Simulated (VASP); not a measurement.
# MnS (F-43m) in VASP: single point with PBE+D3(BJ)

Aim: the single point of MnS with PBE+D3(BJ).

Everything below comes from runs of VASP 6.6.1. Logs are shortened: lines on timing, memory, paths and dates and some standing lists are left out, and cuts for length are marked.

## (1) The cell of the first run

It takes space group F-43m (No. 216, cubic). The conventional cell has a = 5.517 Å, b = 5.517 Å, c = 5.517 Å, α = 90.00°, β = 90.00°, γ = 90.00°. Mn (site symmetry -43m) has 4 S at 2.39 Å within 3.2 Å. Within 3.2 Å of S (site symmetry -43m) lie 4 Mn at 2.39 Å.

## (2) Single point, PBE+D3(BJ), collinear spin, ferromagnetic start

Input file INCAR:

```
SYSTEM = MnS
ALGO = Normal
EDIFF = 1E-6
ENCUT = 520
GGA = PE
ISIF = 2
ISMEAR = 0
ISPIN = 2
IVDW = 12
LASPH = .True.
LCHARG = .False.
LMAXMIX = 4
LORBIT = 11
LREAL = .False.
LWAVE = .False.
MAGMOM = 4.63 0.14
NBANDS = 20
NELM = 150
PREC = Accurate
SIGMA = 0.1
```

Input file KPOINTS:

```
k-points
0
Gamma
  14 14 14
  0 0 0
```

Input file POSCAR:

```
MnS
1.0
    0.0000000000      2.7585694823      2.7585694823
    2.7585694823      0.0000000000      2.7585694823
    2.7585694823      2.7585694823      0.0000000000
Mn S
1 1
Direct
    0.0000000000      0.0000000000      0.0000000000
    0.2500000000      0.2500000000      0.2500000000
```

Potentials or basis: VASP PAW PBE potentials, release 64 (Mn_pv, S).

Launch:

```bash
$ cat potpaw_PBE.64/Mn_pv/POTCAR potpaw_PBE.64/S/POTCAR > POTCAR
$ mpirun -np 1 vasp_std > vasp.out
```

OUTCAR:

```text
SYSTEM = MnS
   EDIFF = 1E-6
   ENCUT = 520
   GGA = PE
   ISIF = 2
   ISMEAR = 0
   ISPIN = 2
   IVDW = 12
   LASPH = .True.
   LORBIT = 11
   LREAL = .False.
   NELM = 150
   PREC = Accurate
 IVDW          = 12

 ion  position               nearest neighbor table
   1  0.000  0.000  0.000-   2 2.39   2 2.39   2 2.39   2 2.39
   2  0.250  0.250  0.250-   1 2.39   1 2.39   1 2.39   1 2.39

  LATTYP: Found a face centered cubic cell.
 ALAT       =     5.5171389646

  Lattice vectors:

 A1 = (   0.0000000000,   2.7585694823,   2.7585694823)
 A2 = (   2.7585694823,   0.0000000000,   2.7585694823)
 A3 = (   2.7585694823,   2.7585694823,   0.0000000000)

Analysis of symmetry for initial positions (statically):
=====================================================================
 Subroutine PRICEL returns:
 Original cell was already a primitive cell.

 Routine SETGRP: Setting up the symmetry group for a
 face centered cubic supercell.

 Subroutine GETGRP returns: Found 24 space group operations
 (whereof 24 operations were pure point group operations)
 out of a pool of 48 trial point group operations.

The static configuration has the point symmetry T_d .

Analysis of symmetry for dynamics (positions and initial velocities):
=====================================================================
 Subroutine PRICEL returns:
 Original cell was already a primitive cell.

 Routine SETGRP: Setting up the symmetry group for a
 face centered cubic supercell.

 Subroutine GETGRP returns: Found 24 space group operations
 (whereof 24 operations were pure point group operations)
 out of a pool of 48 trial point group operations.

The dynamic configuration has the point symmetry T_d .

Analysis of structural, dynamic, and magnetic symmetry:
=====================================================================
 Subroutine PRICEL returns:
 Original cell was already a primitive cell.

 Routine SETGRP: Setting up the symmetry group for a
 face centered cubic supercell.

 Subroutine GETGRP returns: Found 24 space group operations
 (whereof 24 operations were pure point group operations)
 out of a pool of 48 trial point group operations.

The overall configuration has the point symmetry T_d .

 Subroutine INISYM returns: Found 24 space group operations
 (whereof 24 operations are pure point group operations),
 and found     1 'primitive' translations

----------------------------------------------------------------------------------------

                                     Primitive cell
[... 114 lines left out ...]
  Thomas-Fermi vector in A             =   2.390580
   LORBIT       =     11    0 simple, 1 ext, 2 COOP (PROOUT), +10 PAW based schemes
   GGA     = PE    functional components
   LHFCALC =     F    Hartree Fock is set to
   AEXX    =    0.0000 exact exchange contribution
   IVDW    =    12    specifies the selected vdW correction
   LEPSILON=     F    determine dielectric tensor
   LRPA    =     F    only Hartree local field effects (RPA)
 spin polarized calculation
 Gauss-broadening in eV      SIGMA  =   0.10
  energy-cutoff  :      520.00
  volume of cell :       41.98
 maximum number of plane-waves:      1158
 NGX is ok and might be reduce to    30
   NGX = 15   NGY = 15   NGZ = 15

 number of electron      18.9999999 magnetization       4.7815003

 Free energy of the ion-electron system (eV)
  ---------------------------------------------------
  ext. energy  EPLUGINS =         0.00000000
  ---------------------------------------------------
  free energy    TOTEN  =       -14.05794821 eV

  energy without entropy =      -14.05124179  energy(sigma->0) =      -14.05459500

 E-fermi :   4.8220     XC(G=0):  -9.5386

 val. band max:        4.8201638423   @ k =   0.4286   0.3571   0.0000
 cond. band min:       4.8228758591   @ k =  -0.2857   0.4286   0.1429
 fundamental gap:      0.0027120168
 Fermi energy:         4.8220077788

 spin component 1

 k-point     1 :       0.0000    0.0000    0.0000
  band No.  band energies     occupation
      1     -45.7804      1.00000
      2     -45.7804      1.00000
      3     -45.7804      1.00000
      4      -9.2490      1.00000
      5      -0.0896      1.00000
      6      -0.0896      1.00000
[... 541 lines left out ...]
     19      17.5291      0.00000
     20      20.5233      0.00000

 [... further k-points ...]

 spin component 2

 k-point     1 :       0.0000    0.0000    0.0000
  band No.  band energies     occupation
      1     -41.3053      1.00000
      2     -41.3053      1.00000
      3     -41.3053      1.00000
      4      -8.9455      1.00000
      5       1.4185      1.00000
      6       1.4185      1.00000
[... 541 lines left out ...]
     19      18.4202      0.00000
     20      21.3573      0.00000

 [... further k-points ...]

------------------------ aborting loop because EDIFF is reached ----------------------------------------

 Edisp (eV)   -0.68324

 E8    (eV) :    -0.2828

  FORCE on cell =-STRESS in cart. coord.  units (eV):
  Direction    XX          YY          ZZ          XY          YZ          ZX
  --------------------------------------------------------------------------------------
  -------------------------------------------------------------------------------------
  Total       0.01907     0.01907     0.01907    -0.00000     0.00000     0.00000
  in kB       0.72789     0.72789     0.72789    -0.00000     0.00000     0.00000
  external pressure =        0.73 kB  Pullay stress =        0.00 kB

 VOLUME and BASIS-vectors are now :
 -----------------------------------------------------------------------------
  energy-cutoff  :      520.00
  volume of cell :       41.98
      direct lattice vectors                 reciprocal lattice vectors
     0.000000000  2.758569482  2.758569482    -0.181253365  0.181253365  0.181253365
     2.758569482  0.000000000  2.758569482     0.181253365 -0.181253365  0.181253365
     2.758569482  2.758569482  0.000000000     0.181253365  0.181253365 -0.181253365

 POSITION                                       TOTAL-FORCE (eV/Angst)
 -----------------------------------------------------------------------------------
      0.00000      0.00000      0.00000        -0.000000      0.000000      0.000000
      1.37928      1.37928      1.37928         0.000000     -0.000000     -0.000000
 -----------------------------------------------------------------------------------
    total drift:                               -0.000001     -0.000001     -0.000001

  FREE ENERGIE OF THE ION-ELECTRON SYSTEM (eV)
  ---------------------------------------------------
  free  energy   TOTEN  =       -14.7411840846 eV

  energy  without entropy=      -14.7344776616  energy(sigma->0) =      -14.73783087

 total charge

# of ion       s       p       d       tot
------------------------------------------
    1        0.269   6.229   4.924  11.422
    2        1.316   2.456   0.000   3.772
--------------------------------------------------
tot          1.585   8.685   4.924  15.194

 magnetization (x)

# of ion       s       p       d       tot
------------------------------------------
    1        0.049   0.068   4.112   4.229
    2        0.011   0.063   0.000   0.074
--------------------------------------------------
tot          0.060   0.131   4.112   4.303
```

stdout:

```text
POSCAR found type information on POSCAR MnS
 POSCAR found :  2 types and       2 ions
 scaLAPACK will be used
 LDA part: xc-table for (Slater+PW92), standard interpolation
 POSCAR, INCAR and KPOINTS ok, starting setup
 FFT: planning ... GRIDC
 FFT: planning ... GRID_SOFT
 FFT: planning ... GRID
 WAVECAR not read
 entering main loop
```

Wall time 2 min (1 thread of Oxide Virtual Turin-like, shared host); peak memory 0.25 GiB.

Results:

* Free energy: -14.7412 eV
* Pressure: 0.1 GPa
* Net moment: 4.78 μB per cell
* Site moments: Mn +4.23; S +0.07 μB
* Valence electrons inside the program's atomic spheres: Mn 11.42; S 3.77
* Dispersion energy per atom: -0.342 eV

Caveat: a cell with one magnetic atom can't hold antiferromagnetic order, which such compounds often take; semilocal functionals often make such compounds metallic where correlation or magnetic order opens a gap, which also shifts bond lengths; pairwise dispersion overbinds metals, which lowers pressure and volume. With open d or f shells a metallic result of PBE can be an artefact of self-interaction; +U or a hybrid may open a gap.
